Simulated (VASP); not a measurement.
# Hf (I4/mmm) in VASP: a series of runs

Hf is run at these levels: r2SCAN; tasks: single point.

All numbers are computed with VASP 6.6.1; they aren't measurements. Logs are shortened: lines on timing, memory, paths and dates and some standing lists are left out, and cuts for length are marked.

### 1 The cell of the first run

It takes space group I4/mmm (No. 139, tetragonal). The conventional cell has a = 3.014 Å, b = 3.014 Å, c = 4.085 Å, α = 90.00°, β = 90.00°, γ = 90.00°. Within 3.9 Å of Hf (site symmetry 4/mmm) lie 12 Hf at 2.95 to 3.01 Å.

### 2 Single point, r2SCAN (strain -0.040 along x and y, -0.080 along z)

File POSCAR:

```
Hf
1.0
    0.0000000000      2.1312000000      2.0424000000
    2.1312000000      0.0000000000      2.0424000000
    2.1312000000      2.1312000000      0.0000000000
Hf
1
Direct
    0.0000000000      0.0000000000      0.0000000000
```

File INCAR.step1:

```
SYSTEM = Hf
PREC = Accurate
ENCUT = 520
ISMEAR = 0
SIGMA = 0.15
LREAL = .False.
LASPH = .True.
NELM = 100
NBANDS = 11
GGA = PE
ALGO = Normal
EDIFF = 1E-4
LWAVE = .True.
LCHARG = .False.
```

File INCAR.step2:

```
SYSTEM = Hf
PREC = Accurate
ENCUT = 520
EDIFF = 1E-6
ISMEAR = 0
SIGMA = 0.15
LREAL = .False.
LASPH = .True.
NELM = 100
ALGO = Normal
ISIF = 2
LWAVE = .False.
LCHARG = .True.
METAGGA = R2SCAN
LMIXTAU = .True.
LELF = .True.
LVHAR = .True.
NBANDS = 11
ISTART = 1
```

File KPOINTS:

```
regular mesh
0
Gamma
  18 18 18
  0 0 0
```

Potentials or basis: VASP PAW PBE potentials, release 64 (Hf_pv).

The run is started by

```bash
$ cat potpaw_PBE.64/Hf_pv/POTCAR > POTCAR
$ cp INCAR.step1 INCAR
$ mpirun -np 1 vasp_std > vasp.out
$ cp INCAR.step2 INCAR
$ mpirun -np 1 vasp_std > vasp.out
```

OUTCAR:

```text
SYSTEM = Hf
   PREC = Accurate
   ENCUT = 520
   EDIFF = 1E-6
   ISMEAR = 0
   LREAL = .False.
   LASPH = .True.
   NELM = 100
   ISIF = 2
   METAGGA = R2SCAN
   ISTART = 1

 ion  position               nearest neighbor table
   1  0.000  0.000  0.000-

  LATTYP: Found a body centered tetragonal cell.
 ALAT       =     3.0139719441
 C/A-ratio  =     1.3552879973

  Lattice vectors:

 A1 = (   0.0000000000,  -2.1312000000,  -2.0424000000)
 A2 = (   0.0000000000,   2.1312000000,  -2.0424000000)
 A3 = (   2.1312000000,   0.0000000000,   2.0424000000)

Analysis of symmetry for initial positions (statically):
=====================================================================
 Subroutine PRICEL returns:
 Original cell was already a primitive cell.

 Routine SETGRP: Setting up the symmetry group for a
 body centered tetragonal supercell.

 Subroutine GETGRP returns: Found 16 space group operations
 (whereof 16 operations were pure point group operations)
 out of a pool of 16 trial point group operations.

The static configuration has the point symmetry D_4h.

Analysis of symmetry for dynamics (positions and initial velocities):
=====================================================================
 Subroutine PRICEL returns:
 Original cell was already a primitive cell.

 Routine SETGRP: Setting up the symmetry group for a
 body centered tetragonal supercell.

 Subroutine GETGRP returns: Found 16 space group operations
 (whereof 16 operations were pure point group operations)
 out of a pool of 16 trial point group operations.

The dynamic configuration has the point symmetry D_4h.

 Subroutine INISYM returns: Found 16 space group operations
 (whereof 16 operations are pure point group operations),
 and found     1 'primitive' translations

----------------------------------------------------------------------------------------

                                     Primitive cell

  volume of cell :      18.5532

  direct lattice vectors                    reciprocal lattice vectors
     0.000000000  2.131200000  2.042400000    -0.234609610  0.234609610  0.244810027
     2.131200000  0.000000000  2.042400000     0.234609610 -0.234609610  0.244810027
     2.131200000  2.131200000  0.000000000     0.234609610  0.234609610 -0.244810027

  length of vectors
     2.951848777  2.951848777  3.013971944     0.412329101  0.412329101  0.412329101

  position of ions in fractional coordinates (direct lattice)
     0.000000000  0.000000000  0.000000000

  ion indices of the primitive-cell ions
   primitive index   ion index
[... 81 lines left out ...]
   POTIM  = 0.5000    time-step for ionic-motion
   TEBEG  =    0.0;   TEEND  =   0.0 temperature during run
   PSTRESS=    0.0 pullay stress
   NELECT =      10.0000    total number of electrons
   NUPDOWN=      -1.0000    fix difference up-down
   EMIN   =  10.00;   EMAX   =-10.00  energy-range for DOS
   EFERMI =   0.00;   METHOD = LEGACY
   ISMEAR =     0;   SIGMA  =   0.15  broadening in eV -4-tet -1-fermi 0-gaus
   EFERMI_NEDOS =   21; number of points for ismear=-14 and -15
   IALGO  =     38    algorithm
   IMIX   =      4    mixing-type and parameters
     AMIX     =   0.40;   BMIX     =  1.00
     AMIX_MAG =   1.60;   BMIX_MAG =  1.00
  volume/ion in A,a.u.               =      18.55       125.20
  Fermi-wavevector in a.u.,A,eV,Ry     =   1.332299  2.517680 24.150628  1.775021
  Thomas-Fermi vector in A             =   2.461245
   LORBIT       =      0    0 simple, 1 ext, 2 COOP (PROOUT), +10 PAW based schemes
   METAGGA = R2SCAN    functional components
   LHFCALC =     F    Hartree Fock is set to
   AEXX    =    0.0000 exact exchange contribution
   IVDW    =     0    specifies the selected vdW correction
   LEPSILON=     F    determine dielectric tensor
   LRPA    =     F    only Hartree local field effects (RPA)
 non-spin polarized calculation
 Gauss-broadening in eV      SIGMA  =   0.15
  energy-cutoff  :      520.00
  volume of cell :       18.55
 maximum number of plane-waves:       523
 NGX is ok and might be reduce to    24
   NGX = 11   NGY = 11   NGZ = 11

 number of electron      10.0000002 magnetization

 Free energy of the ion-electron system (eV)
  ---------------------------------------------------
  ext. energy  EPLUGINS =         0.00000000
  ---------------------------------------------------
  free energy    TOTEN  =       -44.79948549 eV

  energy without entropy =      -44.78740904  energy(sigma->0) =      -44.79344726

 E-fermi :   6.0100     XC(G=0): -13.1526

 val. band max:        6.0046089591   @ k =  -0.2222   0.0000   0.0556
 cond. band min:       6.0106131056   @ k =  -0.2778   0.2778   0.1111
 fundamental gap:      0.0060041465
 Fermi energy:         6.0100309601

 k-point     1 :       0.0000    0.0000    0.0000
  band No.  band energies     occupation
      1     -24.4101      2.00000
      2     -24.4101      2.00000
      3     -24.4072      2.00000
      4      -2.1461      2.00000
      5       7.4774      0.00000
      6       7.4774      0.00000
      7       8.0296      0.00000
      8      10.9178      0.00000
      9      11.7734      0.00000
     10      18.4853      0.00000
     11      18.6152      0.00000
[... 309 lines left out ...]
 k-point    24 :      -0.2222    0.0556    0.0000
  band No.  band energies     occupation
      1     -25.1646      2.00000
      2     -24.5386      2.00000
      3     -24.5065      2.00000
      4       0.1390      2.00000
      5       6.0503      0.70451
      6       7.9637      0.00000
      7       8.2605      0.00000
      8      10.4437      0.00000
      9      11.8952      0.00000
     10      18.6152      0.00000
     11      19.5471      0.00000

 [... further k-points ...]

------------------------ aborting loop because EDIFF is reached ----------------------------------------

  FORCE on cell =-STRESS in cart. coord.  units (eV):
  Direction    XX          YY          ZZ          XY          YZ          ZX
  --------------------------------------------------------------------------------------
  -------------------------------------------------------------------------------------
  Total        2.9054658      2.9054658      3.1823407      0.0000000      0.0000000      0.0000000
  in kB      250.9037412    250.9037412    274.8134894      0.0000000      0.0000000      0.0000000
  external PRESSURE =     258.8736573 kB  Pullay stress =       0.0000000 kB

 VOLUME and BASIS-vectors are now :
 -----------------------------------------------------------------------------
  energy-cutoff  :      520.00
  volume of cell :       18.55
      direct lattice vectors                 reciprocal lattice vectors
     0.000000000  2.131200000  2.042400000    -0.234609610  0.234609610  0.244810027
     2.131200000  0.000000000  2.042400000     0.234609610 -0.234609610  0.244810027
     2.131200000  2.131200000  0.000000000     0.234609610  0.234609610 -0.244810027

 POSITION                                       TOTAL-FORCE (eV/Angst)
 -----------------------------------------------------------------------------------
      0.00000      0.00000      0.00000         0.000000      0.000000      0.000000
 -----------------------------------------------------------------------------------
    total drift:                               -0.000000     -0.000000     -0.000000

  FREE ENERGIE OF THE ION-ELECTRON SYSTEM (eV)
  ---------------------------------------------------
  free  energy   TOTEN  =       -44.7994854865 eV

  energy  without entropy=      -44.7874090416  energy(sigma->0) =      -44.79344726
```

OSZICAR.step1:

```text
N       E                     dE             d eps       ncg     rms          rms(c)
DAV:   1     0.141169009399E+02    0.14117E+02   -0.57842E+03 10704   0.863E+02
DAV:   2    -0.939375264068E+01   -0.23511E+02   -0.22703E+02 13038   0.160E+02
DAV:   3    -0.982076846613E+01   -0.42702E+00   -0.42156E+00 13245   0.148E+01
DAV:   4    -0.982192872067E+01   -0.11603E-02   -0.11601E-02 12057   0.933E-01
DAV:   5    -0.982193265705E+01   -0.39364E-05   -0.39356E-05 12970   0.488E-02    0.507E+01
DAV:   6    -0.963896785395E+01    0.18296E+00   -0.14646E-01 12327   0.292E+00    0.304E+01
DAV:   7    -0.957420959136E+01    0.64758E-01   -0.23887E-01 12216   0.360E+00    0.139E+00
DAV:   8    -0.957112733584E+01    0.30823E-02   -0.14587E-02 11974   0.891E-01    0.651E-02
DAV:   9    -0.957114665432E+01   -0.19318E-04   -0.16165E-04 10652   0.115E-01
   1 F= -.95711467E+01 E0= -.95648930E+01  d E =-.125073E-01
```

Run time: 3.6 min. Hardware: 1 thread of AMD EPYC 9R45 (Zen 5), shared host; peak memory 0.2 GiB.

Results:

```yaml
Free_energy: -44.7995 eV
Pressure: 25.9 GPa
Band_gap_on_the_k_mesh: zero (bands 5 and 6 overlap by 2.45 eV)
```

Stress tensor (GPa, compression positive):
```
25.09  0.00  0.00
 0.00 25.09  0.00
 0.00  0.00 27.48
```

Caveat: the cell differs from its parent crystal (strain -0.040 along x and y, -0.080 along z); the cell stands under pressure; the PAW data sets were made with another functional, which shifts forces and pressure a little; spin-orbit coupling is left out, which moves the levels of the heavy elements.

### 3 Single point, r2SCAN (strain -0.080 along x and y, +0.040 along z)

File POSCAR:

```
Hf
1.0
    0.0000000000      2.0424000000      2.3088000000
    2.0424000000      0.0000000000      2.3088000000
    2.0424000000      2.0424000000      0.0000000000
Hf
1
Direct
    0.0000000000      0.0000000000      0.0000000000
```

File INCAR.step1:

```
PREC = Accurate ; ENCUT = 520
ISMEAR = 0 ; SIGMA = 0.15
LREAL = F ; LASPH = T
NELM = 80 ; NBANDS = 11
GGA = PE ; ALGO = Normal
EDIFF = 1E-4 ; LWAVE = T
LCHARG = F
```

File INCAR.step2:

```
PREC = Accurate ; ENCUT = 520
EDIFF = 1E-6 ; ISMEAR = 0
SIGMA = 0.15 ; LREAL = F
LASPH = T ; NELM = 80
ALGO = Normal ; ISIF = 2
LWAVE = F ; LCHARG = T
METAGGA = R2SCAN ; LMIXTAU = T
LELF = T ; LVHAR = T
NBANDS = 11 ; ISTART = 1
```

File KPOINTS:

```
Automatic mesh
0
Gamma
  18 18 18
```

Potentials or basis: VASP PAW PBE potentials, release 64 (Hf_pv).

The run is started by

```bash
$ cat potpaw_PBE.64/Hf_pv/POTCAR > POTCAR
$ cp INCAR.step1 INCAR
$ mpirun -np 1 vasp_std > vasp.out
$ cp INCAR.step2 INCAR
$ mpirun -np 1 vasp_std > vasp.out
```

Run time: 3.2 min. Hardware: 1 thread of AMD EPYC 9R45 (Zen 5), shared host; peak memory 0.2 GiB.

Results (log left out):

- Free energy: -44.8699 eV
- Pressure: 19.2 GPa
- Band gap on the k mesh: zero (bands 5 and 6 overlap by 2.09 eV)

Stress tensor (GPa, compression positive):
```
21.33  0.00  0.00
 0.00 21.33  0.00
 0.00  0.00 14.81
```

Levels at points of the mesh, in eV from the Fermi level:
```tsv
k point	band 2	band 3	band 4	band 5	band 6	band 7	band 8	band 9
(0.00, 0.00, 0.00)	-30.51	-30.51	-7.98	0.66	2.39	2.39	3.73	6.46
(0.50, 0.00, 0.00)	-30.79	-30.57	-4.15	0.58	1.08	2.36	7.35	8.14
(0.50, 0.50, 0.00)	-30.83	-30.83	-4.09	-2.45	1.98	8.11	8.48	8.48
(0.50, 0.00, 0.50)	-31.28	-30.90	-3.99	-2.77	4.29	7.35	7.37	9.55
```

Caveat: the cell differs from its parent crystal (strain -0.080 along x and y, +0.040 along z); the stress differs along the axes, from 15 to 21 GPa; the PAW data sets were made with another functional, which shifts forces and pressure a little; spin-orbit coupling is left out, which moves the levels of the heavy elements.

### 4 Single point, r2SCAN (strain -0.080 along x and y, +0.080 along z)

File POSCAR:

```
Hf
1.0
    0.0000000000      2.0424000000      2.3976000000
    2.0424000000      0.0000000000      2.3976000000
    2.0424000000      2.0424000000      0.0000000000
Hf
1
Direct
    0.0000000000      0.0000000000      0.0000000000
```

File INCAR.step1:

```
SYSTEM = Hf
  PREC = Accurate
  ENCUT = 520
  ISMEAR = 0
  SIGMA = 0.15
  LREAL = .FALSE.
  LASPH = .TRUE.
  NELM = 80
  NBANDS = 11
  GGA = PE
  ALGO = Normal
  EDIFF = 1E-4
  LWAVE = .TRUE.
  LCHARG = .FALSE.
```

File INCAR.step2:

```
SYSTEM = Hf
  PREC = Accurate
  ENCUT = 520
  EDIFF = 1E-6
  ISMEAR = 0
  SIGMA = 0.15
  LREAL = .FALSE.
  LASPH = .TRUE.
  NELM = 80
  ALGO = Normal
  ISIF = 2
  LWAVE = .FALSE.
  LCHARG = .FALSE.
  METAGGA = R2SCAN
  LMIXTAU = .TRUE.
  NBANDS = 11
  ISTART = 1
```

File KPOINTS:

```
Automatic mesh
0
G
  18 18 18
  0 0 0
```

The run is started by

```bash
$ cat potpaw_PBE.64/Hf_pv/POTCAR > POTCAR
$ cp INCAR.step1 INCAR
$ mpirun -np 1 vasp_std > vasp.out
$ cp INCAR.step2 INCAR
$ mpirun -np 1 vasp_std > vasp.out
```

Wall time 3.6 min (1 thread of AMD EPYC 9R45 (Zen 5), shared host); peak memory 0.2 GiB.

The run converged. Its results:

```yaml
Free_energy: -44.9204 eV
Pressure: 13.1 GPa
Band_gap_on_the_k_mesh: zero (bands 5 and 6 overlap by 1.81 eV)
```

Stress tensor (GPa, compression positive):
```
16.22  0.00  0.00
 0.00 16.22  0.00
 0.00  0.00  6.98
```

Levels at points of the mesh, in eV from the Fermi level:
```tsv
k point	band 2	band 3	band 4	band 5	band 6	band 7	band 8	band 9
(0.00, 0.00, 0.00)	-30.63	-30.63	-7.83	0.42	2.65	2.65	3.15	6.60
(0.50, 0.00, 0.00)	-30.91	-30.66	-3.97	0.43	0.96	2.64	7.02	7.83
(0.50, 0.50, 0.00)	-30.87	-30.87	-3.94	-2.21	1.39	7.93	8.13	8.13
(0.50, 0.00, 0.50)	-31.41	-30.94	-3.76	-2.51	4.28	6.69	6.85	9.49
```

Caveat: the cell differs from its parent crystal (strain -0.080 along x and y, +0.080 along z); the stress differs along the axes, from 7 to 16 GPa; the PAW data sets were made with another functional, which shifts forces and pressure a little; spin-orbit coupling is left out, which moves the levels of the heavy elements.

### 5 Single point, r2SCAN (strain +0.000 along x and y, -0.080 along z)

File POSCAR:

```
Hf
1.0
    0.0000000000      2.2200000000      2.0424000000
    2.2200000000      0.0000000000      2.0424000000
    2.2200000000      2.2200000000      0.0000000000
Hf
1
Direct
    0.0000000000      0.0000000000      0.0000000000
```

File INCAR.step1:

```
PREC = Accurate
ENCUT = 520
ISMEAR = 0
SIGMA = 0.15
LREAL = F
LASPH = T
NELM = 100
NBANDS = 11
GGA = PE
ALGO = Normal
EDIFF = 1E-4
LWAVE = T
LCHARG = F
```

File INCAR.step2:

```
PREC = Accurate
ENCUT = 520
EDIFF = 1E-6
ISMEAR = 0
SIGMA = 0.15
LREAL = F
LASPH = T
NELM = 100
ALGO = Normal
ISIF = 2
LWAVE = F
LCHARG = T
METAGGA = R2SCAN
LMIXTAU = T
LELF = T
LVHAR = T
NBANDS = 11
ISTART = 1
```

File KPOINTS:

```
regular mesh
0
Gamma
  18 18 18
```

Potentials or basis: VASP PAW PBE potentials, release 64 (Hf_pv).

The run is started by

```bash
$ cat potpaw_PBE.64/Hf_pv/POTCAR > POTCAR
$ cp INCAR.step1 INCAR
$ mpirun -np 1 vasp_std > vasp.out
$ cp INCAR.step2 INCAR
$ mpirun -np 1 vasp_std > vasp.out
```

OUTCAR:

```text
PREC = Accurate
   ENCUT = 520
   EDIFF = 1E-6
   ISMEAR = 0
   LREAL = F
   LASPH = T
   NELM = 100
   ISIF = 2
   METAGGA = R2SCAN
   ISTART = 1

 ion  position               nearest neighbor table
   1  0.000  0.000  0.000-

  LATTYP: Found a body centered tetragonal cell.
 ALAT       =     3.1395541085
 C/A-ratio  =     1.3010764774

  Lattice vectors:

 A1 = (   0.0000000000,  -2.2200000000,  -2.0424000000)
[... 513 lines left out ...]
      8       9.4476      0.00000
      9      10.9234      0.00000
     10      17.7244      0.00000
     11      18.7419      0.00000

 [... further k-points ...]

------------------------ aborting loop because EDIFF is reached ----------------------------------------

  FORCE on cell =-STRESS in cart. coord.  units (eV):
  Direction    XX          YY          ZZ          XY          YZ          ZX
  --------------------------------------------------------------------------------------
  -------------------------------------------------------------------------------------
  Total        1.4264167      1.4264167      1.9295885      0.0000000     -0.0000000     -0.0000000
  in kB      113.5220540    113.5220540    153.5672258      0.0000000     -0.0000000     -0.0000000
  external PRESSURE =     126.8704446 kB  Pullay stress =       0.0000000 kB

 VOLUME and BASIS-vectors are now :
 -----------------------------------------------------------------------------
  energy-cutoff  :      520.00
  volume of cell :       20.13
      direct lattice vectors                 reciprocal lattice vectors
     0.000000000  2.220000000  2.042400000    -0.225225225  0.225225225  0.244810027
     2.220000000  0.000000000  2.042400000     0.225225225 -0.225225225  0.244810027
     2.220000000  2.220000000  0.000000000     0.225225225  0.225225225 -0.244810027

 POSITION                                       TOTAL-FORCE (eV/Angst)
 -----------------------------------------------------------------------------------
      0.00000      0.00000      0.00000         0.000000      0.000000      0.000000
 -----------------------------------------------------------------------------------
    total drift:                               -0.000000      0.000000      0.000000

  FREE ENERGIE OF THE ION-ELECTRON SYSTEM (eV)
  ---------------------------------------------------
  free  energy   TOTEN  =       -44.9756725062 eV

  energy  without entropy=      -44.9603206631  energy(sigma->0) =      -44.96799658
```

OSZICAR.step1:

```text
N       E                     dE             d eps       ncg     rms          rms(c)
DAV:   1     0.133515766617E+02    0.13352E+02   -0.58060E+03 10616   0.855E+02
DAV:   2    -0.961759699046E+01   -0.22969E+02   -0.22119E+02 13273   0.157E+02
DAV:   3    -0.100383990390E+02   -0.42080E+00   -0.41705E+00 13253   0.147E+01
DAV:   4    -0.100397417281E+02   -0.13427E-02   -0.13414E-02 12024   0.998E-01
DAV:   5    -0.100397474143E+02   -0.56862E-05   -0.56860E-05 13246   0.588E-02    0.485E+01
DAV:   6    -0.983055311641E+01    0.20919E+00   -0.17106E-01 12210   0.315E+00    0.289E+01
DAV:   7    -0.975885106054E+01    0.71702E-01   -0.27647E-01 12318   0.385E+00    0.133E+00
DAV:   8    -0.975543848138E+01    0.34126E-02   -0.19527E-02 12009   0.986E-01    0.683E-02
DAV:   9    -0.975547439242E+01   -0.35911E-04   -0.30923E-04 11683   0.139E-01
   1 F= -.97554744E+01 E0= -.97474063E+01  d E =-.161362E-01
```

Run time: 3.8 min. Hardware: 1 thread of AMD EPYC 9R45 (Zen 5), shared host; peak memory 0.2 GiB.

Results:

| Item | Value |
| --- | --- |
| Free energy | -44.9757 eV |
| Pressure | 12.7 GPa |
| Band gap on the k mesh | zero (bands 5 and 6 overlap by 2.30 eV) |

Caveat: the cell differs from its parent crystal (strain +0.000 along x and y, -0.080 along z); the cell stands under pressure; the PAW data sets were made with another functional, which shifts forces and pressure a little; spin-orbit coupling is left out, which moves the levels of the heavy elements.

### 6 Overview

| cell | gap on the mesh (eV) | pressure (GPa) |
| --- | --- | --- |
| a = 2.952, b = 2.952, c = 3.014 Å, angles 59.3, 59.3, 61.4°, 1 atom | none | 25.9 |
| a = 3.083, b = 3.083, c = 2.888 Å, angles 62.1, 62.1, 55.9°, 1 atom | none | 19.2 |
| a = 3.150, b = 3.150, c = 2.888 Å, angles 62.7, 62.7, 54.6°, 1 atom | none | 13.1 |
| a = 3.017, b = 3.017, c = 3.140 Å, angles 58.6, 58.6, 62.7°, 1 atom | none | 12.7 |

Alike in all rows: task single point; level r2SCAN; potentials or basis VASP PAW PBE potentials, release 64 (Hf_pv); no spin polarisation; k mesh 18 × 18 × 18; cutoff (eV) 520; smearing gaussian 0.15 eV.

Caveats: the PAW data sets were made with another functional, which shifts forces and pressure a little; spin-orbit coupling is left out, which moves the levels of the heavy elements; the cell stands under pressure (at least some runs); the stress differs along the axes, from 15 to 21 GPa (at least some runs); the stress differs along the axes, from 7 to 16 GPa (at least some runs).

Total energies depend on the potentials used, so only differences within one code and one set of settings carry meaning.
